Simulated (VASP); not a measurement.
# B2O in VASP: notebook, part 2 of 2

VASP 6.6.1. Earlier steps stand in the parts before.

## 3. Single point, PBE

Input file INCAR:

```
  ALGO = Normal
  EDIFF = 1E-6
  ENCUT = 520
  GGA = PE
  ISIF = 2
  ISMEAR = 1
  LASPH = T
  LCHARG = F
  LREAL = F
  LWAVE = F
  NBANDS = 21
  NELM = 60
  PREC = Accurate
  SIGMA = 0.01
```

Input file KPOINTS:

```
k-points
0
Gamma
  9 9 3
```

Input file POSCAR:

```
B2O
1.0
    2.8790000000      0.0000000000      0.0000000000
   -1.4395000000      2.4932871375      0.0000000000
    0.0000000000      0.0000000000      7.0520000000
O B
2 4
Direct
    0.3333333333      0.6666666667      0.6940000000
    0.6666666667      0.3333333333      0.3060000000
    0.3333333333      0.6666666667      0.9770000000
    0.6666666667      0.3333333333      0.0230000000
    0.0000000000      0.0000000000      0.6200000000
    0.0000000000      0.0000000000      0.3800000000
```

Potentials or basis: VASP PAW PBE potentials, release 64 (O, B).

Command:

```console
$ cat potpaw_PBE.64/O/POTCAR potpaw_PBE.64/B/POTCAR > POTCAR
$ mpirun -np 1 vasp_std > vasp.out
```

OUTCAR:

```text
EDIFF = 1E-6
   ENCUT = 520
   GGA = PE
   ISIF = 2
   ISMEAR = 1
   LASPH = T
   LREAL = F
   NELM = 60
   PREC = Accurate

 ion  position               nearest neighbor table
   1  0.333  0.667  0.694-   5 1.74   5 1.74   5 1.74   3 2.00
   2  0.667  0.333  0.306-   6 1.74   6 1.74   6 1.74   4 2.00
   3  0.333  0.667  0.977-   4 1.69   4 1.69   4 1.69   1 2.00
   4  0.667  0.333  0.023-   3 1.69   3 1.69   3 1.69   2 2.00
   5  0.000  0.000  0.620-   6 1.69   1 1.74   1 1.74   1 1.74
   6  0.000  0.000  0.380-   5 1.69   2 1.74   2 1.74   2 1.74

  LATTYP: Found a hexagonal cell.
 ALAT       =     2.8790000000
 C/A-ratio  =     2.4494616186

  Lattice vectors:

 A1 = (   2.8790000000,   0.0000000000,   0.0000000000)
 A2 = (  -1.4395000000,   2.4932871375,   0.0000000000)
 A3 = (   0.0000000000,   0.0000000000,   7.0520000000)

Analysis of symmetry for initial positions (statically):
=====================================================================
 Subroutine PRICEL returns:
 Original cell was already a primitive cell.

 Routine SETGRP: Setting up the symmetry group for a
 hexagonal supercell.

 Subroutine GETGRP returns: Found 12 space group operations
 (whereof 12 operations were pure point group operations)
 out of a pool of 24 trial point group operations.

The static configuration has the point symmetry D_3d.

Analysis of symmetry for dynamics (positions and initial velocities):
=====================================================================
 Subroutine PRICEL returns:
 Original cell was already a primitive cell.

 Routine SETGRP: Setting up the symmetry group for a
 hexagonal supercell.

 Subroutine GETGRP returns: Found 12 space group operations
 (whereof 12 operations were pure point group operations)
 out of a pool of 24 trial point group operations.

The dynamic configuration has the point symmetry D_3d.

[... 126 lines left out ...]
     AMIX_MAG =   1.60;   BMIX_MAG =  1.00
  volume/ion in A,a.u.               =       8.44        56.93
  Fermi-wavevector in a.u.,A,eV,Ry     =   1.276546  2.412322 22.171644  1.629570
  Thomas-Fermi vector in A             =   2.409196
   LORBIT       =      0    0 simple, 1 ext, 2 COOP (PROOUT), +10 PAW based schemes
   GGA     = PE    functional components
   LHFCALC =     F    Hartree Fock is set to
   AEXX    =    0.0000 exact exchange contribution
   IVDW    =     0    specifies the selected vdW correction
   LEPSILON=     F    determine dielectric tensor
   LRPA    =     F    only Hartree local field effects (RPA)
 non-spin polarized calculation
 Methfessel and Paxton  Order N= 1 SIGMA  =   0.01
  energy-cutoff  :      520.00
  volume of cell :       50.62
 maximum number of plane-waves:      1388
 NGX is ok and might be reduce to    24

 number of electron      23.9999996 magnetization

 Free energy of the ion-electron system (eV)
  ---------------------------------------------------
  ext. energy  EPLUGINS =         0.00000000
  ---------------------------------------------------
  free energy    TOTEN  =       -37.62773389 eV

  energy without entropy =      -37.62755249  energy(sigma->0) =      -37.62767343

 E-fermi :   6.1763     XC(G=0): -11.0695

 val. band max:        6.1754762021   @ k =   0.3333  -0.0000   0.0000
 cond. band min:       6.1813510749   @ k =   0.1111   0.1111   0.3333
 fundamental gap:      0.0058748728
 Fermi energy:         6.1763471501

 k-point     1 :       0.0000    0.0000    0.0000
  band No.  band energies     occupation
      1     -17.3148      2.00000
      2     -16.8052      2.00000
      3      -6.4156      2.00000
      4      -3.5721      2.00000
      5      -1.9661      2.00000
      6      -0.7797      2.00000
[... 565 lines left out ...]
     20      13.8269      0.00000
     21      15.4402      0.00000

 [... further k-points ...]

------------------------ aborting loop because EDIFF is reached ----------------------------------------

  FORCE on cell =-STRESS in cart. coord.  units (eV):
  Direction    XX          YY          ZZ          XY          YZ          ZX
  --------------------------------------------------------------------------------------
  -------------------------------------------------------------------------------------
  Total       -9.0662529     -9.0662529      0.1875301     -0.0000000     -0.0000000      0.0000000
  in kB     -286.9539115   -286.9539115      5.9354722     -0.0000000     -0.0000000      0.0000000
  external PRESSURE =    -189.3241170 kB  Pullay stress =       0.0000000 kB

 VOLUME and BASIS-vectors are now :
 -----------------------------------------------------------------------------
  energy-cutoff  :      520.00
  volume of cell :       50.62
      direct lattice vectors                 reciprocal lattice vectors
     2.879000000  0.000000000  0.000000000     0.347342827  0.200538475  0.000000000
    -1.439500000  2.493287137  0.000000000     0.000000000  0.401076950  0.000000000
     0.000000000  0.000000000  7.052000000     0.000000000  0.000000000  0.141803744

 POSITION                                       TOTAL-FORCE (eV/Angst)
 -----------------------------------------------------------------------------------
     -0.00000      1.66219      4.89409        -0.000000     -0.000000      0.193704
      1.43950      0.83110      2.15791         0.000000      0.000000     -0.193704
     -0.00000      1.66219      6.88980        -0.000000      0.000000     -0.030258
      1.43950      0.83110      0.16220        -0.000000     -0.000000      0.030258
      0.00000      0.00000      4.37224         0.000000     -0.000000     -0.159841
      0.00000      0.00000      2.67976        -0.000000      0.000000      0.159841
 -----------------------------------------------------------------------------------
    total drift:                                0.000000     -0.000000      0.000000

  FREE ENERGIE OF THE ION-ELECTRON SYSTEM (eV)
  ---------------------------------------------------
  free  energy   TOTEN  =       -37.6277338935 eV

  energy  without entropy=      -37.6275524942  energy(sigma->0) =      -37.62767343
```

OSZICAR:

```text
N       E                     dE             d eps       ncg     rms          rms(c)
DAV:   1     0.730032952384E+02    0.73003E+02   -0.12348E+04  1302   0.107E+03
DAV:   2    -0.366762271987E+02   -0.10968E+03   -0.10502E+03  1639   0.227E+02
DAV:   3    -0.417440051577E+02   -0.50678E+01   -0.50310E+01  1709   0.447E+01
DAV:   4    -0.417724891425E+02   -0.28484E-01   -0.28470E-01  1545   0.370E+00
[... 34 lines left out ...]
DAV:  39    -0.376277343255E+02    0.70912E-04   -0.55363E-05  1513   0.334E-02    0.316E-03
DAV:  40    -0.376277387053E+02   -0.43798E-05   -0.41061E-06  1317   0.955E-03    0.209E-02
DAV:  41    -0.376277374854E+02    0.12199E-05   -0.11180E-05  1302   0.142E-02    0.169E-02
DAV:  42    -0.376277347297E+02    0.27556E-05   -0.49212E-06  1254   0.972E-03    0.802E-03
DAV:  43    -0.376277338935E+02    0.83629E-06   -0.69602E-07   861   0.377E-03
   1 F= -.37627734E+02 E0= -.37627673E+02  d E =-.181399E-03
```

stdout:

```text
POSCAR found type information on POSCAR O B
 POSCAR found :  2 types and       6 ions
 scaLAPACK will be used
 LDA part: xc-table for (Slater+PW92), standard interpolation
 POSCAR, INCAR and KPOINTS ok, starting setup
 FFT: planning ... GRIDC
 FFT: planning ... GRID_SOFT
 FFT: planning ... GRID
 WAVECAR not read
 entering main loop
```

Run time: 49 s. Hardware: 1 thread of Intel Xeon Platinum 8559C (Emerald Rapids), shared host; peak memory 0.17 GiB.

What came out:

```
Free energy            : -37.6277 eV
Pressure               : -18.9 GPa
Largest force          : 0.194 eV/Å
Band gap on the k mesh : zero (band 12 reaches 6.70 eV, above the bottom of band 13 at 5.50 eV)
```

Forces on the atoms (eV/Å):
```
O    0.000  0.000  0.194
O    0.000  0.000 -0.194
B    0.000  0.000 -0.030
B    0.000  0.000  0.030
B    0.000  0.000 -0.160
B    0.000  0.000  0.160
```

Stress tensor (GPa, compression positive):
```
-28.70   0.00   0.00
  0.00 -28.70   0.00
  0.00   0.00   0.59
```

Levels at points of the mesh, in eV from the Fermi level:
| k point | band 8 | band 9 | band 10 | band 11 | band 12 | band 13 | band 14 | band 15 | band 16 | band 17 |
| --- | --- | --- | --- | --- | --- | --- | --- | --- | --- | --- |
| (0.00, 0.00, 0.00) | -6.83 | -6.83 | -3.14 | -1.48 | 0.49 | 1.01 | 1.46 | 1.46 | 2.56 | 2.56 |

## 4. Single point, PBE

Input file INCAR:

```
PREC = Accurate
ENCUT = 520
EDIFF = 1E-6
ISMEAR = 0
SIGMA = 0.05
LREAL = False
LASPH = True
NELM = 100
ALGO = Normal
ISIF = 2
LWAVE = False
LCHARG = False
GGA = PE
NBANDS = 21
```

Input file KPOINTS:

```
Automatic mesh
0
Gamma
  8 8 3
```

Input file POSCAR:

```
B2O
1.0
    2.8790000000      0.0000000000      0.0000000000
   -1.4395000000      2.4932871375      0.0000000000
    0.0000000000      0.0000000000      7.0520000000
O B
2 4
Direct
    0.3482080000      0.6757530000      0.6890160000
    0.6787950000      0.3493390000      0.3080500000
    0.3161440000      0.6618220000      0.9750080000
    0.6688730000      0.3242580000      0.0277370000
   -0.0170350000     -0.0095210000      0.6141160000
    0.0021500000      0.0101370000      0.3810620000
```

Command:

```console
$ cat potpaw_PBE.64/O/POTCAR potpaw_PBE.64/B/POTCAR > POTCAR
$ mpirun -np 1 vasp_std > vasp.out
```

It took 55 s on 1 thread of Intel Xeon Platinum 8559C (Emerald Rapids), shared host; peak memory 0.22 GiB.

Results (log left out):

```yaml
Free_energy: -37.5569 eV
Pressure: -18.1 GPa
Largest_force: 0.856 eV/Å
Band_gap_on_the_k_mesh: zero (band 12 reaches 6.80 eV, above the bottom of band 13 at 5.53 eV)
```

Forces in eV/Å, atoms in the order of the input:
```
O   -0.043  0.016  0.239
O   -0.085 -0.138 -0.378
B    0.494  0.229  0.492
B   -0.450 -0.179 -0.520
B    0.038  0.088  0.850
B    0.046 -0.016 -0.683
```

Stress tensor (GPa, compression positive):
```
-30.78   1.95   0.09
  1.95 -26.70   0.80
  0.09   0.80   3.17
```

Levels at points of the mesh, in eV from the Fermi level:
| k point | band 9 | band 10 | band 11 | band 12 | band 13 | band 14 | band 15 | band 16 |
| --- | --- | --- | --- | --- | --- | --- | --- | --- |
| (0.00, 0.00, 0.00) | -6.42 | -3.19 | -1.36 | 0.54 | 1.01 | 1.30 | 2.22 | 2.27 |
| (0.50, 0.00, 0.00) | -5.82 | -5.61 | -5.17 | -0.82 | 0.05 | 1.56 | 3.13 | 4.12 |
| (0.00, 0.50, 0.00) | -5.74 | -5.62 | -5.13 | -0.91 | 0.03 | 1.34 | 2.96 | 4.03 |
| (0.50, 0.50, 0.00) | -5.62 | -5.61 | -5.13 | -1.14 | 0.02 | 1.37 | 2.72 | 4.14 |

## 5. Single point, PBE

Input file INCAR:

```
SYSTEM = B2O
  PREC = Accurate
  ENCUT = 520
  EDIFF = 1E-6
  ISMEAR = 0
  SIGMA = 0.05
  LREAL = .False.
  LASPH = .True.
  NELM = 60
  ALGO = Normal
  ISIF = 2
  LWAVE = .False.
  LCHARG = .True.
  GGA = PE
  LELF = .True.
  LVHAR = .True.
  NBANDS = 21
```

Input file KPOINTS:

```
regular mesh
0
Gamma
  8 8 3
  0 0 0
```

POSCAR is that of step 4.

Potentials or basis: VASP PAW PBE potentials, release 64 (O, B).

Command:

```console
$ cat potpaw_PBE.64/O/POTCAR potpaw_PBE.64/B/POTCAR > POTCAR
$ mpirun -np 1 vasp_std > vasp.out
```

OUTCAR:

```text
SYSTEM = B2O
   PREC = Accurate
   ENCUT = 520
   EDIFF = 1E-6
   ISMEAR = 0
   LREAL = .False.
   LASPH = .True.
   NELM = 60
   ISIF = 2
   GGA = PE

 ion  position               nearest neighbor table
   1  0.348  0.676  0.689-   5 1.67   5 1.78   5 1.79   3 2.02
   2  0.679  0.349  0.308-   6 1.73   6 1.73   6 1.76   4 1.98
   3  0.316  0.662  0.975-   4 1.66   4 1.69   4 1.76   1 2.02
   4  0.669  0.324  0.028-   3 1.66   3 1.69   3 1.76   2 1.98
   5  0.983  0.990  0.614-   6 1.64   1 1.67   1 1.78   1 1.79
   6  0.002  0.010  0.381-   5 1.64   2 1.73   2 1.73   2 1.76

  LATTYP: Found a hexagonal cell.
 ALAT       =     2.8790000000
 C/A-ratio  =     2.4494616186

  Lattice vectors:

 A1 = (   2.8790000000,   0.0000000000,   0.0000000000)
 A2 = (  -1.4395000000,   2.4932871375,   0.0000000000)
 A3 = (   0.0000000000,   0.0000000000,   7.0520000000)

Analysis of symmetry for initial positions (statically):
=====================================================================
 Subroutine PRICEL returns:
 Original cell was already a primitive cell.

 Routine SETGRP: Setting up the symmetry group for a
[... 181 lines left out ...]
 fundamental gap:      0.0319189338
 Fermi energy:         6.0935532201

 k-point     1 :       0.0000    0.0000    0.0000
  band No.  band energies     occupation
      1     -17.4127      2.00000
      2     -16.8383      2.00000
      3      -6.4167      2.00000
      4      -3.6746      2.00000
      5      -1.9554      2.00000
      6      -1.1077      2.00000
[... 565 lines left out ...]
     20      14.8245      0.00000
     21      15.5990      0.00000

 [... further k-points ...]

------------------------ aborting loop because EDIFF is reached ----------------------------------------

  FORCE on cell =-STRESS in cart. coord.  units (eV):
  Direction    XX          YY          ZZ          XY          YZ          ZX
  --------------------------------------------------------------------------------------
  -------------------------------------------------------------------------------------
  Total       -9.7258724     -8.4343282      1.0024432      0.6147280      0.2536504      0.0274400
  in kB     -307.8313779   -266.9530057     31.7281012     19.4566161      8.0282308      0.8684967
  external PRESSURE =    -181.0187608 kB  Pullay stress =       0.0000000 kB

 VOLUME and BASIS-vectors are now :
 -----------------------------------------------------------------------------
  energy-cutoff  :      520.00
  volume of cell :       50.62
      direct lattice vectors                 reciprocal lattice vectors
     2.879000000  0.000000000  0.000000000     0.347342827  0.200538475  0.000000000
    -1.439500000  2.493287137  0.000000000     0.000000000  0.401076950  0.000000000
     0.000000000  0.000000000  7.052000000     0.000000000  0.000000000  0.141803744

 POSITION                                       TOTAL-FORCE (eV/Angst)
 -----------------------------------------------------------------------------------
      0.02974      1.68485      4.85894        -0.042640      0.015608      0.239022
      1.45138      0.87100      2.17237        -0.084912     -0.138374     -0.377783
     -0.04251      1.65011      6.87576         0.493711      0.229454      0.491695
      1.45892      0.80847      0.19560        -0.449769     -0.179462     -0.520312
      1.40416      2.46955      4.33075         0.038026      0.088417      0.850400
     -0.00840      0.02527      2.68725         0.045584     -0.015643     -0.683021
 -----------------------------------------------------------------------------------
    total drift:                               -0.000132     -0.000122     -0.000217

  FREE ENERGIE OF THE ION-ELECTRON SYSTEM (eV)
  ---------------------------------------------------
  free  energy   TOTEN  =       -37.5569213558 eV

  energy  without entropy=      -37.5540042666  energy(sigma->0) =      -37.55546281
```

stdout:

```text
POSCAR found type information on POSCAR O B
 POSCAR found :  2 types and       6 ions
 scaLAPACK will be used
 LDA part: xc-table for (Slater+PW92), standard interpolation
 POSCAR, INCAR and KPOINTS ok, starting setup
 FFT: planning ... GRIDC
 FFT: planning ... GRID_SOFT
 FFT: planning ... GRID
 WAVECAR not read
 entering main loop
```

Run time: 52 s. Hardware: 1 thread of Intel Xeon Platinum 8559C (Emerald Rapids), shared host; peak memory 0.22 GiB.

Results:

```yaml
Free_energy: -37.5569 eV
Pressure: -18.1 GPa
Largest_force: 0.856 eV/Å
Band_gap_on_the_k_mesh: zero (band 12 reaches 6.80 eV, above the bottom of band 13 at 5.53 eV)
```

Forces on the atoms (eV/Å):
```
O   -0.043  0.016  0.239
O   -0.085 -0.138 -0.378
B    0.494  0.229  0.492
B   -0.450 -0.179 -0.520
B    0.038  0.088  0.850
B    0.046 -0.016 -0.683
```

Stress tensor (GPa, compression positive):
```
-30.78   1.95   0.09
  1.95 -26.70   0.80
  0.09   0.80   3.17
```

## 6. Summary

```tsv
k mesh	smearing	gap on the mesh (eV)	pressure (GPa)	largest force (eV/Å)
9 × 9 × 3	methfessel-paxton 0.025 eV	none	-18.9	0.19
9 × 9 × 3	methfessel-paxton 0.01 eV	none	-18.9	0.19
8 × 8 × 3	gaussian 0.05 eV	none	-18.1	0.86
```

Some of these runs hold the atoms at other places in the same cell, which the table doesn't show; runs alike in all that it shows share one row.

Alike in all rows: task single point; level PBE; potentials or basis VASP PAW PBE potentials, release 64 (O, B); no spin polarisation; cell as given; cutoff (eV) 520.

Every run on the cell as given and a fine mesh finds a metal.

Absolute energies hang on the potentials; compare differences alone.
